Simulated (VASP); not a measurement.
Write the native input for VASP 6.6.1 that does the following.

- Task: single point
- Functional: RPBE
- Potentials or basis: VASP PAW PBE potentials, release 64 (Rb_sv)
- Cutoff: 520 eV
- k mesh: 7 × 7 × 7
- Occupations: gaussian, width 0.05 eV
- Spin: no spin polarisation
- Dipole correction: no
- Further INCAR settings: ALGO = Normal; EDIFF = 1e-07; NBANDS = 10

The structure of Rb lies in POSCAR:

```
Rb
1.0
   -2.8025000000      2.8025000000      2.8025000000
    2.8025000000     -2.8025000000      2.8025000000
    2.8025000000      2.8025000000     -2.8025000000
Rb
1
Direct
    0.0000000000      0.0000000000      0.0000000000
```

One way to write it, as run:

INCAR

```
SYSTEM = Rb
PREC = Accurate
ENCUT = 520
EDIFF = 1E-7
ISMEAR = 0
SIGMA = 0.05
LREAL = .FALSE.
LASPH = .TRUE.
NELM = 60
ALGO = Normal
ISIF = 2
LWAVE = .FALSE.
LCHARG = .TRUE.
GGA = RP
LELF = .TRUE.
LVHAR = .TRUE.
NBANDS = 10
```

KPOINTS

```
Automatic mesh
0
G
  7 7 7
  0 0 0
```

Potentials or basis: VASP PAW PBE potentials, release 64 (Rb_sv).

Run with:

```bash
$ cat potpaw_PBE.64/Rb_sv/POTCAR > POTCAR
$ mpirun -np 1 vasp_std > vasp.out
```

It gave:

- Pressure: 0.4 GPa

Caveat: the PAW data sets were made with another functional, which shifts forces and pressure a little.

It took 30 s on 1 thread of Intel Xeon 8259CL (shared host), peak memory 0.2 GiB.
